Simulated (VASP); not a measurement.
# Zn2S (P4/mmm) in VASP: a series of runs

Runs on Zn2S. Level: PBE. Tasks: single point.

All numbers are computed with VASP 6.6.1; they aren't measurements. Logs are shortened: lines on timing, memory, paths and dates and some standing lists are left out, and cuts for length are marked.

## (1) The cell of the first run

The structure is tetragonal, space group P4/mmm (No. 123). Conventional cell: a = 3.934 Å, b = 3.934 Å, c = 3.941 Å, α = 90.00°, β = 90.00°, γ = 90.00°. Zn (site symmetry mmm) has 2 S at 1.97 Å within 2.6 Å. S (site symmetry 4/mmm) has 4 Zn at 1.97 Å within 2.6 Å.

The cell was built from a structure type or drawn by symmetry, and may not be a known phase.

## (2) Single point, PBE

INCAR

```
SYSTEM = Zn2S
PREC     = Accurate       ! precision mode
ENCUT    = 520            ! plane-wave cutoff, eV
EDIFF    = 1E-6           ! SCF threshold, eV
ISMEAR   = 0              ! smearing method
SIGMA    = 0.1            ! smearing width, eV
LREAL    = .False.        ! projectors in reciprocal space
LASPH    = .True.         ! aspherical terms in the spheres
NELM     = 80             ! most SCF steps
ALGO     = Normal         ! electronic algorithm
ISIF     = 2              ! what is computed and relaxed
LWAVE    = .False.        ! write WAVECAR
LCHARG   = .True.         ! write CHGCAR
GGA      = PE             ! functional
LELF     = .True.         ! ELF
LVHAR    = .True.       
NBANDS   = 22             ! bands
```

KPOINTS

```
regular mesh
0
Gamma
  4 4 4
  0 0 0
```

POSCAR

```
Zn2S
1.0
    3.9342608700      0.0000000000      0.0000000000
    0.0000000000      3.9342608700      0.0000000000
    0.0000000000      0.0000000000      3.9405014000
Zn S
2 1
Direct
    0.0000000000      0.5000000000      0.0000000000
    0.5000000000      0.0000000000      0.0000000000
    0.5000000000      0.5000000000      0.0000000000
```

Potentials or basis: VASP PAW PBE potentials, release 64 (Zn, S).

Command:

```console
cat potpaw_PBE.64/Zn/POTCAR potpaw_PBE.64/S/POTCAR > POTCAR
mpirun -np 1 vasp_std > vasp.out
```

OUTCAR:

```text
SYSTEM = Zn2S
   PREC = Accurate
   ENCUT = 520
   EDIFF = 1E-6
   ISMEAR = 0
   LREAL = .False.
   LASPH = .True.
   NELM = 80
   ISIF = 2
   GGA = PE

 ion  position               nearest neighbor table
   1  0.000  0.500  0.000-   3 1.97   3 1.97   2 2.78   2 2.78   2 2.78   2 2.78
   2  0.500  0.000  0.000-   3 1.97   3 1.97   1 2.78   1 2.78   1 2.78   1 2.78
   3  0.500  0.500  0.000-   1 1.97   2 1.97   2 1.97   1 1.97

  LATTYP: Found a simple tetragonal cell.
 ALAT       =     3.9342608700
 C/A-ratio  =     1.0015862014

  Lattice vectors:

 A1 = (   3.9342608700,   0.0000000000,   0.0000000000)
 A2 = (   0.0000000000,   3.9342608700,   0.0000000000)
 A3 = (   0.0000000000,   0.0000000000,   3.9405014000)

Analysis of symmetry for initial positions (statically):
=====================================================================
 Subroutine PRICEL returns:
 Original cell was already a primitive cell.

 Routine SETGRP: Setting up the symmetry group for a
 simple tetragonal supercell.

 Subroutine GETGRP returns: Found 16 space group operations
 (whereof 16 operations were pure point group operations)
 out of a pool of 16 trial point group operations.

The static configuration has the point symmetry D_4h.

Analysis of symmetry for dynamics (positions and initial velocities):
=====================================================================
 Subroutine PRICEL returns:
 Original cell was already a primitive cell.

 Routine SETGRP: Setting up the symmetry group for a
 simple tetragonal supercell.

 Subroutine GETGRP returns: Found 16 space group operations
 (whereof 16 operations were pure point group operations)
 out of a pool of 16 trial point group operations.

The dynamic configuration has the point symmetry D_4h.

 Subroutine INISYM returns: Found 16 space group operations
 (whereof 16 operations are pure point group operations),
 and found     1 'primitive' translations

----------------------------------------------------------------------------------------

                                     Primitive cell

  volume of cell :      60.9927

  direct lattice vectors                    reciprocal lattice vectors
     3.934260870  0.000000000  0.000000000     0.254177349  0.000000000  0.000000000
     0.000000000  3.934260870  0.000000000     0.000000000  0.254177349  0.000000000
     0.000000000  0.000000000  3.940501400     0.000000000  0.000000000  0.253774811

  length of vectors
     3.934260870  3.934260870  3.940501400     0.254177349  0.254177349  0.253774811

  position of ions in fractional coordinates (direct lattice)
     0.000000000  0.500000000  0.000000000
     0.500000000  0.000000000  0.000000000
     0.500000000  0.500000000  0.000000000

  ion indices of the primitive-cell ions
   primitive index   ion index
                 1           1
                 2           2
                 3           3

----------------------------------------------------------------------------------------

 KPOINTS: regular mesh

Automatic generation of k-mesh.
 Grid dimensions read from file:
 generate k-points for:    4    4    4

 Generating k-lattice:

  Cartesian coordinates                     Fractional coordinates (reciprocal lattice)
     0.063544337  0.000000000  0.000000000     0.250000000  0.000000000  0.000000000
     0.000000000  0.063544337  0.000000000     0.000000000  0.250000000  0.000000000
     0.000000000  0.000000000  0.063443703     0.000000000  0.000000000  0.250000000

  Length of vectors
     0.063544337  0.063544337  0.063443703

  Shift w.r.t. Gamma in fractional coordinates (k-lattice)
     0.000000000  0.000000000  0.000000000

 Subroutine IBZKPT returns following result:
 ===========================================

 Found     18 irreducible k-points:

 Following reciprocal coordinates:
            Coordinates               Weight
  0.000000  0.000000  0.000000      1.000000
  0.250000  0.000000  0.000000      4.000000
  0.500000  0.000000  0.000000      2.000000
  0.250000  0.250000  0.000000      4.000000
  0.500000  0.250000  0.000000      4.000000
  0.500000  0.500000  0.000000      1.000000
[... 10 lines left out ...]
  0.500000  0.250000  0.500000      4.000000
  0.500000  0.500000  0.500000      1.000000
   k-points           NKPTS =     18   k-points in BZ     NKDIM =     18   number of bands    NBANDS=     22
   number of dos      NEDOS =    301   number of ions     NIONS =      3
   total plane-waves  NPLWV =  27000
   dimension x,y,z NGX =    30 NGY =   30 NGZ =   30
   dimension x,y,z NGXF=    60 NGYF=   60 NGZF=   60
   ions per type =               2   1
   NGX,Y,Z   is equivalent  to a cutoff of  12.68, 12.68, 12.66 a.u.
   NGXF,Y,Z  is equivalent  to a cutoff of  25.35, 25.35, 25.31 a.u.
 SYSTEM =  Zn2S
   PREC   = accura    normal or accurate (medium, high low for compatibility)
   ISTART =      0    job   : 0-new  1-cont  2-samecut
   ICHARG =      2    charge: 1-file 2-atom 10-const
   ISPIN  =      1    spin polarized calculation?
   LNONCOLLINEAR =      F non collinear calculations
   LSORBIT =      F    spin-orbit coupling
   LASPH  =      T    aspherical Exc in radial PAW
   ENCUT  =  520.0 eV  38.22 Ry    6.18 a.u.   7.32  7.32  7.33*2*pi/ulx,y,z
   NELM   =     80;   NELMIN=  2; NELMDL= -5     # of ELM steps
   EDIFF  = 0.1E-05   stopping-criterion for ELM
   LREAL  =      F    real-space projection
   EDIFFG = 0.1E-04   stopping-criterion for IOM
   NSW    =      0    number of steps for IOM
   IBRION =     -1    ionic relax: 0-MD 1-quasi-New 2-CG
   NFREE  =      0    steps in history (QN), initial steepest desc. (CG)
   ISIF   =      2    stress and relaxation
   ISYM   =      2    0-nonsym 1-usesym 2-fastsym
   POTIM  = 0.5000    time-step for ionic-motion
   TEBEG  =    0.0;   TEEND  =   0.0 temperature during run
   PSTRESS=    0.0 pullay stress
   NELECT =      30.0000    total number of electrons
   NUPDOWN=      -1.0000    fix difference up-down
   EMIN   =  10.00;   EMAX   =-10.00  energy-range for DOS
   EFERMI =   0.00;   METHOD = LEGACY
   ISMEAR =     0;   SIGMA  =   0.10  broadening in eV -4-tet -1-fermi 0-gaus
   EFERMI_NEDOS =   21; number of points for ismear=-14 and -15
   IALGO  =     38    algorithm
   IMIX   =      4    mixing-type and parameters
     AMIX     =   0.40;   BMIX     =  1.00
     AMIX_MAG =   1.60;   BMIX_MAG =  1.00
  volume/ion in A,a.u.               =      20.33       137.20
  Fermi-wavevector in a.u.,A,eV,Ry     =   1.292278  2.442052 22.721494  1.669983
  Thomas-Fermi vector in A             =   2.423996
   LORBIT       =      0    0 simple, 1 ext, 2 COOP (PROOUT), +10 PAW based schemes
   GGA     = PE    functional components
   LHFCALC =     F    Hartree Fock is set to
   AEXX    =    0.0000 exact exchange contribution
   IVDW    =     0    specifies the selected vdW correction
   LEPSILON=     F    determine dielectric tensor
   LRPA    =     F    only Hartree local field effects (RPA)
 non-spin polarized calculation
 Gauss-broadening in eV      SIGMA  =   0.10
  energy-cutoff  :      520.00
  volume of cell :       60.99
 maximum number of plane-waves:      1666
 NGX is ok and might be reduce to    30
   NGX = 15   NGY = 15   NGZ = 15

 number of electron      30.0000002 magnetization

 Free energy of the ion-electron system (eV)
  ---------------------------------------------------
  ext. energy  EPLUGINS =         0.00000000
  ---------------------------------------------------
  free energy    TOTEN  =        -1.89190874 eV

  energy without entropy =       -1.88493669  energy(sigma->0) =       -1.88842271

 E-fermi :   3.7172     XC(G=0):  -9.3607

 val. band max:        3.6269110968   @ k =   0.5000   0.0000   0.5000
 cond. band min:       3.7982219432   @ k =   0.2500   0.2500   0.2500
 fundamental gap:      0.1713108464
 Fermi energy:         3.7172194488

 k-point     1 :       0.0000    0.0000    0.0000
  band No.  band energies     occupation
      1     -14.5100      2.00000
      2      -6.3567      2.00000
      3      -5.9587      2.00000
      4      -5.7206      2.00000
      5      -5.7206      2.00000
      6      -5.6177      2.00000
[... 14 lines left out ...]
     21      11.9248      0.00000
     22      12.0635      0.00000

 k-point     2 :       0.2500    0.0000    0.0000
  band No.  band energies     occupation
      1     -14.1844      2.00000
      2      -7.0659      2.00000
      3      -6.3729      2.00000
      4      -5.8645      2.00000
      5      -5.6947      2.00000
      6      -5.5039      2.00000
[... 14 lines left out ...]
     21      10.9544      0.00000
     22      12.0838      0.00000

 k-point     3 :       0.5000    0.0000    0.0000
  band No.  band energies     occupation
      1     -13.7831      2.00000
      2      -8.1749      2.00000
      3      -6.3965      2.00000
      4      -5.9999      2.00000
      5      -5.7867      2.00000
      6      -5.6663      2.00000
[... 14 lines left out ...]
     21      11.3228      0.00000
     22      11.4551      0.00000

 k-point     4 :       0.2500    0.2500    0.0000
  band No.  band energies     occupation
      1     -13.8390      2.00000
      2      -7.4691      2.00000
      3      -6.9837      2.00000
      4      -6.1125      2.00000
      5      -5.7217      2.00000
      6      -5.5443      2.00000
[... 14 lines left out ...]
     21      11.5169      0.00000
     22      11.9053      0.00000

 k-point     5 :       0.5000    0.2500    0.0000
  band No.  band energies     occupation
      1     -13.4039      2.00000
      2      -8.3249      2.00000
      3      -7.3596      2.00000
      4      -6.2698      2.00000
      5      -5.7072      2.00000
      6      -5.5314      2.00000
[... 14 lines left out ...]
     21      11.3013      0.00000
     22      12.0527      0.00000

 k-point     6 :       0.5000    0.5000    0.0000
  band No.  band energies     occupation
      1     -12.9059      2.00000
      2      -8.4529      2.00000
      3      -8.4529      2.00000
      4      -6.4401      2.00000
      5      -5.6479      2.00000
      6      -5.6479      2.00000
[... 14 lines left out ...]
     21      10.1911      0.00000
     22      11.9480      0.00000

 k-point     7 :       0.0000    0.0000    0.2500
  band No.  band energies     occupation
      1     -14.4551      2.00000
      2      -6.3543      2.00000
      3      -5.9563      2.00000
      4      -5.7388      2.00000
      5      -5.7388      2.00000
      6      -5.6089      2.00000
[... 174 lines left out ...]
      6      -5.4892      2.00000
[... 14 lines left out ...]
     21       9.9650      0.00000
     22      12.9434      0.00000

 k-point    15 :       0.5000    0.0000    0.5000
  band No.  band energies     occupation
      1     -13.6723      2.00000
      2      -8.1235      2.00000
      3      -6.3728      2.00000
      4      -6.1528      2.00000
      5      -5.7810      2.00000
      6      -5.6936      2.00000
[... 14 lines left out ...]
     21      11.6750      0.00000
     22      12.3860      0.00000

 k-point    16 :       0.2500    0.2500    0.5000
  band No.  band energies     occupation
      1     -13.7271      2.00000
      2      -7.4401      2.00000
      3      -6.9409      2.00000
      4      -6.2527      2.00000
      5      -5.6827      2.00000
      6      -5.5678      2.00000
[... 14 lines left out ...]
     21      11.6937      0.00000
     22      12.8235      0.00000

 k-point    17 :       0.5000    0.2500    0.5000
  band No.  band energies     occupation
      1     -13.2903      2.00000
      2      -8.2795      2.00000
      3      -7.3205      2.00000
      4      -6.4302      2.00000
      5      -5.7004      2.00000
      6      -5.5098      2.00000
[... 14 lines left out ...]
     21      11.6727      0.00000
     22      12.4428      0.00000

 k-point    18 :       0.5000    0.5000    0.5000
  band No.  band energies     occupation
      1     -12.7867      2.00000
      2      -8.4124      2.00000
      3      -8.4124      2.00000
      4      -6.6089      2.00000
      5      -5.6414      2.00000
      6      -5.6414      2.00000
[... 14 lines left out ...]
     21      11.0998      0.00000
     22      12.9946      0.00000

------------------------ aborting loop because EDIFF is reached ----------------------------------------

  FORCE on cell =-STRESS in cart. coord.  units (eV):
  Direction    XX          YY          ZZ          XY          YZ          ZX
  --------------------------------------------------------------------------------------
  -------------------------------------------------------------------------------------
  Total       22.7400312     22.7400312     -0.5846871      0.0000000     -0.0000000      0.0000000
  in kB      597.3430923    597.3430923    -15.3587659      0.0000000     -0.0000000      0.0000000
  external PRESSURE =     393.1091396 kB  Pullay stress =       0.0000000 kB

 VOLUME and BASIS-vectors are now :
 -----------------------------------------------------------------------------
  energy-cutoff  :      520.00
  volume of cell :       60.99
      direct lattice vectors                 reciprocal lattice vectors
     3.934260870  0.000000000  0.000000000     0.254177349  0.000000000  0.000000000
     0.000000000  3.934260870  0.000000000     0.000000000  0.254177349  0.000000000
     0.000000000  0.000000000  3.940501400     0.000000000  0.000000000  0.253774811

 POSITION                                       TOTAL-FORCE (eV/Angst)
 -----------------------------------------------------------------------------------
      0.00000      1.96713      0.00000         0.000000      0.000000      0.000000
      1.96713      0.00000      0.00000         0.000000      0.000000      0.000000
      1.96713      1.96713      0.00000         0.000000      0.000000      0.000000
 -----------------------------------------------------------------------------------
    total drift:                                0.000000     -0.000000      0.000000

  FREE ENERGIE OF THE ION-ELECTRON SYSTEM (eV)
  ---------------------------------------------------
  free  energy   TOTEN  =        -1.8919087394 eV

  energy  without entropy=       -1.8849366897  energy(sigma->0) =       -1.88842271
```

It took 20 s on 1 thread of Intel Xeon Platinum 8259CL at 2.50GHz (Skylake/Cascade Lake), shared host; peak memory 0.17 GiB.

Results:

| Item | Value |
| --- | --- |
| Free energy | -1.8919 eV |
| Pressure | 39.3 GPa |
| Band gap on the k mesh | zero (bands 15 and 16 overlap by 1.25 eV) |

Levels at points of the mesh, in eV from the Fermi level:
```csv
k point,band 13,band 14,band 15,band 16,band 17,band 18
"(0.00, 0.00, 0.00)",-7.58,-5.43,-2.10,-0.57,3.03,5.71
"(0.50, 0.00, 0.00)",-6.08,-4.19,-1.07,1.87,2.36,2.49
"(0.50, 0.50, 0.00)",-6.49,-3.32,-3.13,3.08,3.08,4.61
"(0.00, 0.00, 0.50)",-7.46,-7.03,-1.08,0.25,1.59,4.61
"(0.50, 0.00, 0.50)",-5.99,-5.41,-1.09,-0.09,2.85,3.00
"(0.50, 0.50, 0.50)",-6.13,-4.11,-2.66,-0.11,-0.11,3.86
```

Caveat: the k points lie up to 0.40 Å⁻¹ apart, too coarse for converged energies and pressures of a metal.

## (3) Single point, PBE

This run uses another cell than the first one, of 29.46 Å³/atom.

INCAR

```
ALGO = Normal
EDIFF = 1E-6
ENCUT = 520
GGA = PE
ISIF = 2
ISMEAR = 0
LASPH = T
LCHARG = F
LREAL = F
LWAVE = F
NBANDS = 22
NELM = 80
PREC = Accurate
SIGMA = 0.1
```

KPOINTS

```
k-points
0
Gamma
  4 4 4
```

POSCAR

```
Zn2S
1.0
    4.7940257100      0.0000000000      0.0000000000
    0.0000000000      4.7940257100      0.0000000000
    0.0000000000      0.0000000000      3.8449336350
Zn S
2 1
Direct
    0.0000000000      0.5000000000      0.0000000000
    0.5000000000      0.0000000000      0.0000000000
    0.5000000000      0.5000000000      0.0000000000
```

Potentials or basis: VASP PAW PBE potentials, release 64 (Zn, S).

Command:

```console
cat potpaw_PBE.64/Zn/POTCAR potpaw_PBE.64/S/POTCAR > POTCAR
mpirun -np 1 vasp_std > vasp.out
```

Wall time 22 s (1 thread of Intel Xeon Platinum 8259CL at 2.50GHz (Skylake/Cascade Lake), shared host); peak memory 0.19 GiB.

It converged, with:

```yaml
Free_energy: -5.1640 eV
Pressure: 0.0 GPa
Band_gap_on_the_k_mesh: zero (bands 15 and 16 overlap by 2.17 eV)
```

Levels at points of the mesh, in eV from the Fermi level:
```
           k point  band 13  band 14  band 15  band 16  band 17  band 18
(0.00, 0.00, 0.00)    -4.84    -3.10    -2.23    -1.67     4.04     4.04
(0.50, 0.00, 0.00)    -4.44    -2.20    -1.93     1.15     2.33     3.70
(0.50, 0.50, 0.00)    -5.56    -1.64    -1.23     2.38     2.38     4.88
(0.00, 0.00, 0.50)    -4.58    -4.20    -1.89    -0.59     1.64     3.24
(0.50, 0.00, 0.50)    -4.22    -3.62    -1.04     0.27     2.27     2.71
(0.50, 0.50, 0.50)    -4.99    -3.09    -0.11     0.81     0.81     3.52
```

Caveat: the k points lie up to 0.41 Å⁻¹ apart, too coarse for converged energies and pressures of a metal.
